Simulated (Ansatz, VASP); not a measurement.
## One calculation of PbI2, two programs

```
Pb I
1.0
     4.56408    0.00000    0.00000
    -2.28204    3.95261    0.00000
     0.00000    0.00000    7.04751
Pb I
1 2
Direct
  0.00000 0.00000 0.00000
  0.33333 0.66667 0.26671
  0.66667 0.33333 0.73329
```

Alike in both runs: task single point; functional PBEsol; k mesh 6 × 6 × 4; no spin polarisation.

```csv
,VASP,Ansatz
version,VASP 6.6.1,Ansatz 0.2.0
potentials or method,"VASP PAW PBE potentials, release 64 (Pb_d, I)","plane waves, PAW"
plane-wave cutoff (eV),500,420
occupations,"gaussian, width 0.01 eV",fixed
valence electrons in the cell,28,48
```

Ansatz gave:

| Quantity | Value |
| --- | --- |
| gap on the k mesh at the Fermi level (eV) | 2.13 |
| pressure (GPa) | -0.5 |
| rms of the force components (eV/Å) | 0.053 |

Task: Estimate VASP's values.

Result: gap on the k mesh at the Fermi level (eV): 2.13; pressure (GPa): -0.5; rms of the force components (eV/Å): 0.052.

VASP's potentials were made for PBE, not for PBEsol. Atom by atom the forces differ by 0.001 eV/Å (rms over components). VASP's potentials hold 28 valence electrons a cell and Ansatz's 48, so a difference there can come from the potentials and not from the codes.

Spin-orbit coupling is off throughout.
